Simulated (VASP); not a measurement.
# Cl (Cmce) in VASP: single point with PBEsol

Aim: the single point of Cl with PBEsol.

Program: VASP 6.6.1. These are calculated values, not measurements. Logs are shortened: lines on timing, memory, paths and dates and some standing lists are left out, and cuts for length are marked.

## 1. The cell of the first run

Symmetry: Cmce, No. 64, orthorhombic system. The conventional cell has a = 6.883 Å, b = 3.877 Å, c = 8.001 Å, α = 90.00°, β = 90.00°, γ = 90.00°. Cl (site symmetry m) has 1 Cl at 2.03 Å within 2.7 Å.

## 2. Single point, PBEsol

File INCAR:

```
  PREC = Accurate
  ENCUT = 500
  EDIFF = 1E-6
  ISMEAR = 0
  SIGMA = 0.02
  LREAL = False
  LASPH = True
  NELM = 120
  ALGO = Normal
  ISIF = 2
  LWAVE = False
  LCHARG = False
  GGA = PS
  NBANDS = 22
  GGA_COMPAT = False
```

File KPOINTS:

```
regular mesh
0
Gamma
  8 8 4
```

File POSCAR:

```
Cl
1.0
    3.4414846128     -1.9384623420      0.0000000000
    3.4414846128      1.9384623420      0.0000000000
    0.0000000000      0.0000000000      8.0007836803
Cl
4
Direct
    0.1268747378      0.8731252622      0.1112476718
    0.6268747378      0.3731252622      0.3887523282
    0.8731252622      0.1268747378      0.8887523282
    0.3731252622      0.6268747378      0.6112476718
```

Potentials or basis: VASP PAW PBE potentials, release 64 (Cl).

Started as:

```bash
> cat potpaw_PBE.64/Cl/POTCAR > POTCAR
> mpirun -np 1 vasp_std > vasp.out
```

OUTCAR:

```text
PREC = Accurate
   ENCUT = 500
   EDIFF = 1E-6
   ISMEAR = 0
   LREAL = False
   LASPH = True
   NELM = 120
   ISIF = 2
   GGA = PS

 ion  position               nearest neighbor table
   1  0.127  0.873  0.111-   3 2.03
   2  0.627  0.373  0.389-   4 2.03
   3  0.873  0.127  0.889-   1 2.03
   4  0.373  0.627  0.611-   2 2.03

  LATTYP: Found a base centered orthorhombic cell.
 ALAT       =     3.8769246840
 B/A-ratio  =     1.7753683104
 C/A-ratio  =     2.0636933478

  Lattice vectors:

 A1 = (  -3.4414846128,  -1.9384623420,   0.0000000000)
 A2 = (   3.4414846128,  -1.9384623420,   0.0000000000)
 A3 = (   0.0000000000,   0.0000000000,   8.0007836803)

Analysis of symmetry for initial positions (statically):
=====================================================================
 Subroutine PRICEL returns:
 Original cell was already a primitive cell.

 Routine SETGRP: Setting up the symmetry group for a
 base centered orthorhombic supercell.

 Subroutine GETGRP returns: Found  8 space group operations
 (whereof  4 operations were pure point group operations)
 out of a pool of  8 trial point group operations.

The static configuration has the point symmetry C_2h.
 The point group associated with its full space group is D_2h.

Analysis of symmetry for dynamics (positions and initial velocities):
=====================================================================
 Subroutine PRICEL returns:
 Original cell was already a primitive cell.

 Routine SETGRP: Setting up the symmetry group for a
 base centered orthorhombic supercell.

 Subroutine GETGRP returns: Found  8 space group operations
 (whereof  4 operations were pure point group operations)
 out of a pool of  8 trial point group operations.

The dynamic configuration has the point symmetry C_2h.
 The point group associated with its full space group is D_2h.

 Subroutine INISYM returns: Found  8 space group operations
 (whereof  4 operations are pure point group operations),
 and found     1 'primitive' translations

----------------------------------------------------------------------------------------

                                     Primitive cell

  volume of cell :     106.7495

  direct lattice vectors                    reciprocal lattice vectors
     3.441484613 -1.938462342  0.000000000     0.145286136 -0.257936401  0.000000000
     3.441484613  1.938462342  0.000000000     0.145286136  0.257936401  0.000000000
     0.000000000  0.000000000  8.000783680     0.000000000  0.000000000  0.124987756

  length of vectors
     3.949867414  3.949867414  8.000783680     0.296039268  0.296039268  0.124987756

  position of ions in fractional coordinates (direct lattice)
     0.126874738  0.873125262  0.111247672
     0.626874738  0.373125262  0.388752328
     0.873125262  0.126874738  0.888752328
     0.373125262  0.626874738  0.611247672

  ion indices of the primitive-cell ions
   primitive index   ion index
                 1           1
                 2           2
                 3           3
                 4           4

----------------------------------------------------------------------------------------

 KPOINTS: regular mesh

Automatic generation of k-mesh.
 Grid dimensions read from file:
 generate k-points for:    8    8    4

 Generating k-lattice:

  Cartesian coordinates                     Fractional coordinates (reciprocal lattice)
     0.018160767 -0.032242050  0.000000000     0.125000000  0.000000000  0.000000000
     0.018160767  0.032242050  0.000000000     0.000000000  0.125000000  0.000000000
     0.000000000  0.000000000  0.031246939     0.000000000  0.000000000  0.250000000

  Length of vectors
     0.037004908  0.037004908  0.031246939

  Shift w.r.t. Gamma in fractional coordinates (k-lattice)
     0.000000000  0.000000000  0.000000000

 Subroutine IBZKPT returns following result:
 ===========================================

 Found     63 irreducible k-points:

 Following reciprocal coordinates:
            Coordinates               Weight
  0.000000  0.000000  0.000000      1.000000
  0.125000 -0.000000  0.000000      4.000000
  0.250000 -0.000000  0.000000      4.000000
  0.375000 -0.000000  0.000000      4.000000
  0.500000 -0.000000  0.000000      2.000000
  0.125000  0.125000  0.000000      2.000000
[... 16 lines left out ...]
  0.125000 -0.000000  0.250000      8.000000
  0.250000 -0.000000  0.250000      8.000000
 [... further k-points ...]
   k-points           NKPTS =     63   k-points in BZ     NKDIM =     63   number of bands    NBANDS=     22
   number of dos      NEDOS =    301   number of ions     NIONS =      4
   total plane-waves  NPLWV =  54000
   dimension x,y,z NGX =    30 NGY =   30 NGZ =   60
   dimension x,y,z NGXF=    60 NGYF=   60 NGZF=  120
   ions per type =               4
   NGX,Y,Z   is equivalent  to a cutoff of  12.63, 12.63, 12.47 a.u.
   NGXF,Y,Z  is equivalent  to a cutoff of  25.25, 25.25, 24.93 a.u.
 SYSTEM =  unknown system
   PREC   = accura    normal or accurate (medium, high low for compatibility)
   ISTART =      0    job   : 0-new  1-cont  2-samecut
   ICHARG =      2    charge: 1-file 2-atom 10-const
   ISPIN  =      1    spin polarized calculation?
   LNONCOLLINEAR =      F non collinear calculations
   LSORBIT =      F    spin-orbit coupling
   LASPH  =      T    aspherical Exc in radial PAW
   ENCUT  =  500.0 eV  36.75 Ry    6.06 a.u.   7.20  7.20 14.59*2*pi/ulx,y,z
   NELM   =    120;   NELMIN=  2; NELMDL= -5     # of ELM steps
   EDIFF  = 0.1E-05   stopping-criterion for ELM
   LREAL  =      F    real-space projection
   EDIFFG = 0.1E-04   stopping-criterion for IOM
   NSW    =      0    number of steps for IOM
   IBRION =     -1    ionic relax: 0-MD 1-quasi-New 2-CG
   NFREE  =      0    steps in history (QN), initial steepest desc. (CG)
   ISIF   =      2    stress and relaxation
   ISYM   =      2    0-nonsym 1-usesym 2-fastsym
   POTIM  = 0.5000    time-step for ionic-motion
   TEBEG  =    0.0;   TEEND  =   0.0 temperature during run
   PSTRESS=    0.0 pullay stress
   NELECT =      28.0000    total number of electrons
   NUPDOWN=      -1.0000    fix difference up-down
   EMIN   =  10.00;   EMAX   =-10.00  energy-range for DOS
   EFERMI =   0.00;   METHOD = LEGACY
   ISMEAR =     0;   SIGMA  =   0.02  broadening in eV -4-tet -1-fermi 0-gaus
   EFERMI_NEDOS =   21; number of points for ismear=-14 and -15
   IALGO  =     38    algorithm
   IMIX   =      4    mixing-type and parameters
     AMIX     =   0.40;   BMIX     =  1.00
     AMIX_MAG =   1.60;   BMIX_MAG =  1.00
  volume/ion in A,a.u.               =      26.69       180.10
  Fermi-wavevector in a.u.,A,eV,Ry     =   1.047946  1.980331 14.941795  1.098191
  Thomas-Fermi vector in A             =   2.182847
   LORBIT       =      0    0 simple, 1 ext, 2 COOP (PROOUT), +10 PAW based schemes
   GGA     = PS    functional components
   LHFCALC =     F    Hartree Fock is set to
   AEXX    =    0.0000 exact exchange contribution
   IVDW    =     0    specifies the selected vdW correction
   LEPSILON=     F    determine dielectric tensor
   LRPA    =     F    only Hartree local field effects (RPA)
 non-spin polarized calculation
 Gauss-broadening in eV      SIGMA  =   0.02
  energy-cutoff  :      500.00
  volume of cell :      106.75
 maximum number of plane-waves:      2734
 NGX is ok and might be reduce to    30
   NGX = 15   NGY = 15   NGZ = 29

 number of electron      27.9999996 magnetization

 Free energy of the ion-electron system (eV)
  ---------------------------------------------------
  ext. energy  EPLUGINS =         0.00000000
  ---------------------------------------------------
  free energy    TOTEN  =        -8.05821579 eV

  energy without entropy =       -8.05821579  energy(sigma->0) =       -8.05821579

 E-fermi :   0.2652     XC(G=0):  -8.2883

 val. band max:        0.1709831819   @ k =   0.0000   0.0000   0.0000
 cond. band min:       2.2327993147   @ k =   0.0000   0.0000   0.0000
 fundamental gap:      2.0618161328
 Fermi energy:         0.2652323493

 k-point     1 :       0.0000    0.0000    0.0000
  band No.  band energies     occupation
      1     -16.7315      2.00000
      2     -16.2649      2.00000
      3     -13.1271      2.00000
      4     -11.8838      2.00000
      5      -5.8244      2.00000
      6      -4.1174      2.00000
[... 14 lines left out ...]
     21      11.1323      0.00000
     22      11.2275      0.00000

 k-point     2 :       0.1250   -0.0000    0.0000
  band No.  band energies     occupation
      1     -16.6849      2.00000
      2     -16.2494      2.00000
      3     -13.0811      2.00000
      4     -11.9380      2.00000
      5      -5.8149      2.00000
      6      -4.2390      2.00000
[... 14 lines left out ...]
     21      10.4898      0.00000
     22      10.9776      0.00000

 k-point     3 :       0.2500   -0.0000    0.0000
  band No.  band energies     occupation
      1     -16.5611      2.00000
      2     -16.2191      2.00000
      3     -12.9527      2.00000
      4     -12.0895      2.00000
      5      -5.7900      2.00000
      6      -4.6166      2.00000
[... 14 lines left out ...]
     21      10.1741      0.00000
     22      10.9123      0.00000
[... 476 lines left out ...]
 k-point    23 :       0.1250   -0.0000    0.2500
  band No.  band energies     occupation
      1     -16.6311      2.00000
      2     -16.3258      2.00000
      3     -12.9149      2.00000
      4     -12.1125      2.00000
      5      -5.6044      2.00000
      6      -4.5215      2.00000
[... 14 lines left out ...]
     21      10.4187      0.00000
     22      10.8653      0.00000

 k-point    24 :       0.2500   -0.0000    0.2500
  band No.  band energies     occupation
      1     -16.5173      2.00000
      2     -16.2767      2.00000
      3     -12.8269      2.00000
      4     -12.2193      2.00000
      5      -5.6194      2.00000
      6      -4.7674      2.00000
[... 14 lines left out ...]
     21      10.3072      0.00000
     22      10.5130      0.00000

 [... further k-points ...]

------------------------ aborting loop because EDIFF is reached ----------------------------------------

  FORCE on cell =-STRESS in cart. coord.  units (eV):
  Direction    XX          YY          ZZ          XY          YZ          ZX
  --------------------------------------------------------------------------------------
  -------------------------------------------------------------------------------------
  Total       -0.0294329     -0.1177735     -0.4083735      0.0000000     -0.0000000      0.0000000
  in kB       -0.4417517     -1.7676339     -6.1291811      0.0000000     -0.0000000      0.0000000
  external PRESSURE =      -2.7795222 kB  Pullay stress =       0.0000000 kB

 VOLUME and BASIS-vectors are now :
 -----------------------------------------------------------------------------
  energy-cutoff  :      500.00
  volume of cell :      106.75
      direct lattice vectors                 reciprocal lattice vectors
     3.441484613 -1.938462342  0.000000000     0.145286136 -0.257936401  0.000000000
     3.441484613  1.938462342  0.000000000     0.145286136  0.257936401  0.000000000
     0.000000000  0.000000000  8.000783680     0.000000000  0.000000000  0.124987756

 POSITION                                       TOTAL-FORCE (eV/Angst)
 -----------------------------------------------------------------------------------
      3.44148      1.44658      0.89007         0.000000      0.068353     -0.131776
      3.44148     -0.49188      3.11032         0.000000      0.068353      0.131776
      3.44148     -1.44658      7.11072         0.000000     -0.068353      0.131776
      3.44148      0.49188      4.89046         0.000000     -0.068353     -0.131776
 -----------------------------------------------------------------------------------
    total drift:                                0.000000     -0.000000     -0.000000

  FREE ENERGIE OF THE ION-ELECTRON SYSTEM (eV)
  ---------------------------------------------------
  free  energy   TOTEN  =        -8.0582157873 eV

  energy  without entropy=       -8.0582157873  energy(sigma->0) =       -8.05821579
```

Wall time 3.3 min (1 thread of Oxide Virtual Turin-like, shared host); peak memory 0.23 GiB.

Results:

| Item | Value |
| --- | --- |
| Free energy | -8.0582 eV |
| Pressure | -0.3 GPa |
| Largest force | 0.148 eV/Å |
| Band gap on the k mesh | 2.06 eV |

Forces in eV/Å, atoms in the order of the input:
```
Cl   0.000  0.068 -0.132
Cl   0.000  0.068  0.132
Cl   0.000 -0.068  0.132
Cl   0.000 -0.068 -0.132
```

Stress tensor (GPa, compression positive):
```
-0.04  0.00  0.00
 0.00 -0.18  0.00
 0.00  0.00 -0.61
```

Caveat: this functional lacks dispersion, which holds the molecules together, so the pressure and a relaxed volume are unreliable; the PAW data sets were made with another functional, which shifts forces and pressure a little.
